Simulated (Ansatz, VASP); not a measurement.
## Two plane-wave programs on BeTe

```
Be Te
1.0
     3.73018    0.00000    0.00000
    -1.86509    3.23043    0.00000
     0.00000    0.00000   13.14597
Be Te
4 4
Direct
  0.00000 0.00000 0.00000
  0.00000 0.00000 0.50000
  0.33333 0.66667 0.25000
  0.66667 0.33333 0.75000
  0.33333 0.66667 0.61950
  0.66667 0.33333 0.11950
  0.66667 0.33333 0.38050
  0.33333 0.66667 0.88050
```

Change from the starting cell: species swapped into the NaSe type (P6_3/mmc, No. 194).

Alike in both runs: functional PBE; k mesh 6 × 6 × 2; occupations gaussian, width 0.1 eV; no spin polarisation.

Ansatz relaxed the structure, and its values are those at the end. VASP's run is a single point on that final structure, the one shown.

|  | VASP | Ansatz |
| --- | --- | --- |
| version | VASP 6.6.1 | Ansatz 0.2.0 |
| potentials or method | VASP PAW PBE potentials, release 64 (Be, Te), cutoff 520 eV | scalar-relativistic, plane waves, PAW |
| valence electrons in the cell | 32 | 72 |

|  | VASP | Ansatz | Ansatz less VASP |
| --- | --- | --- | --- |
| gap on the k mesh at the Fermi level (eV) | none | none | - |
| pressure (GPa) | 0.0 | -0.1 | -0.06 |

A gap of «none» marks a metal or a gap that the smearing closes. The functional is the same, so the differences come from potentials, cutoffs and numerics. VASP's potentials hold 32 valence electrons a cell and Ansatz's 72, so a difference there can come from the potentials and not from the codes.

Spin-orbit coupling is off throughout.
